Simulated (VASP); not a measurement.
# Sb: single point with PBEsol

Sb:

```
CELL_PARAMETERS angstrom
3.16000 0.00000 0.00000
0.00000 3.16000 0.07110
0.00000 0.07110 3.16000
ATOMIC_POSITIONS crystal
Sb 0.00000 0.00000 0.00000
```

This cell differs from its parent crystal: strain +0.0450 x Voigt [0, 0, 0, 1, 0, 0].

- Program: VASP 6.6.1
- Task: single point
- Functional: PBEsol
- Potentials or basis: VASP PAW PBE potentials, release 64 (Sb)
- Cutoff: 520 eV
- k mesh: 16 × 16 × 16
- Occupations: gaussian, width 0.15 eV
- Spin: no spin polarisation

```yaml
Pressure: -4.9 GPa
Band_gap_on_the_k_mesh: zero (an odd number of electrons rules out a gap without spin polarisation)
```

Stress tensor (GPa, compression positive):
```
-4.85  0.00  0.00
 0.00 -4.86 -0.67
 0.00 -0.67 -4.86
```

Levels at points of the mesh, in eV from the Fermi level:
```csv
k point,band 1,band 2,band 3,band 4,band 5,band 6,band 7
"(0.00, 0.00, 0.00)",-11.97,3.04,3.13,3.24,6.90,6.92,7.81
"(0.50, 0.00, 0.00)",-9.75,-5.21,4.87,5.08,8.93,10.38,11.08
"(0.00, 0.50, 0.00)",-9.75,-5.21,4.90,4.96,8.86,10.42,10.75
"(0.50, 0.50, 0.00)",-7.41,-3.28,-3.28,2.33,6.73,12.18,12.99
"(0.00, 0.50, 0.50)",-7.43,-3.52,-3.03,2.35,6.78,12.43,12.84
"(0.50, 0.50, 0.50)",-4.87,-1.72,-1.50,-1.24,4.63,4.92,5.18
```

Wall time 110 s on 1 thread of AMD EPYC 7R13 (shared host), peak memory 0.24 GiB.

Caveat: the cell differs from its parent crystal (strain +0.0450 x Voigt [0, 0, 0, 1, 0, 0]); the cell stands under tension; the PAW data sets were made with another functional, which shifts forces and pressure a little; spin-orbit coupling is left out, which moves the levels of the heavy elements.
